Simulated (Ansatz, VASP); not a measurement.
# Ga2O3 in VASP and in Ansatz

```
Ga O
1.0
     1.38839    0.00000   -5.63998
     0.00000    3.03906    0.00000
    11.00614   -0.30391    5.08104
Ga O
8 12
Direct
  0.21168 0.08405 0.84052
  0.76168 0.53405 0.34052
  0.63832 0.06595 0.65948
  0.18832 0.51595 0.15948
  0.30338 0.04087 0.40873
  0.75338 0.59087 0.90873
  0.64662 0.00913 0.09127
  0.09662 0.55913 0.59127
  0.96364 0.09142 0.91421
  0.51364 0.54142 0.41421
  0.88636 0.05858 0.58579
  0.43636 0.50858 0.08579
  0.51748 0.09233 0.92334
  0.06748 0.54233 0.42334
  0.33252 0.05767 0.57666
  0.88252 0.50767 0.07666
  0.21542 0.02463 0.24629
  0.66542 0.57463 0.74629
  0.73458 0.02537 0.25371
  0.18458 0.57537 0.75371
```

Alike in both runs: task single point; functional r2SCAN; k mesh 4 × 7 × 2; occupations gaussian, width 0.05 eV; no spin polarisation.

```csv
,VASP,Ansatz
version,VASP 6.6.1,Ansatz 0.2.0
potentials or method,"VASP PAW PBE potentials, release 64 (Ga_d, O), cutoff 520 eV","scalar-relativistic, plane waves, PAW"
valence electrons in the cell,176,176
```

|  | VASP | Ansatz | Ansatz less VASP |
| --- | --- | --- | --- |
| gap on the k mesh at the Fermi level (eV) | 2.62 | 2.64 | +0.023 |
| least direct gap on the mesh (eV) | 2.82 | 2.84 | +0.021 |
| pressure (GPa) | 2.6 | 0.8 | -1.82 |
| traceless stress, the component that is largest in VASP (GPa) | 5.29 | 5.27 | -0.017 |
| rms of the force components (eV/Å) | 0.493 | 0.497 | +0.0039 |

VASP's potentials were made for PBE, not for r2SCAN. Atom by atom the forces differ by 0.034 eV/Å (rms over components).
